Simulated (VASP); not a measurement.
NbPdSe4, 6 atoms in the cell. The structure is hexagonal, space group P6/mmm (No. 191). Conventional cell: a = 4.048 Å, b = 4.048 Å, c = 8.415 Å, α = 90.00°, β = 90.00°, γ = 120.00°. Nb (site symmetry 6/mmm) has 12 Se at 3.18 Å and 6 Nb at 4.05 Å within 4.2 Å. Within 4.1 Å of Pd (site symmetry 6/mmm) lie 12 Se at 3.11 Å and 6 Pd at 4.05 Å. Se (site symmetry 3m) has 3 Se at 2.34 Å within 3.1 Å. 

- Program: VASP 6.6.1
- Task: single point
- Functional: PBE
- Potentials or basis: VASP PAW PBE potentials, release 64 (Nb_sv, Pd, Se)
- Cutoff: 520 eV
- k mesh: 6 × 6 × 2
- Occupations: gaussian, width 0.1 eV
- Spin: no spin polarisation
- Dipole correction: no
- Further INCAR settings: ALGO = Normal; EDIFF = 1e-06; NBANDS = 32

Potentials or basis: VASP PAW PBE potentials, release 64 (Nb_sv, Pd, Se).

Launch:

```bash
$ cat potpaw_PBE.64/Nb_sv/POTCAR potpaw_PBE.64/Pd/POTCAR potpaw_PBE.64/Se/POTCAR > POTCAR
$ mpirun -np 1 vasp_std > vasp.out
```

Hardware: 1 thread of Intel(R) Xeon(R) 6975P-C (Granite Rapids) (shared host).

Problem. Estimate the wall time of this run.

Solution. Wall time 32 s on 1 thread of Intel(R) Xeon(R) 6975P-C (Granite Rapids), with other jobs on the host, peak memory 0.26 GiB. Counts: scf iterations 17, k points 14.
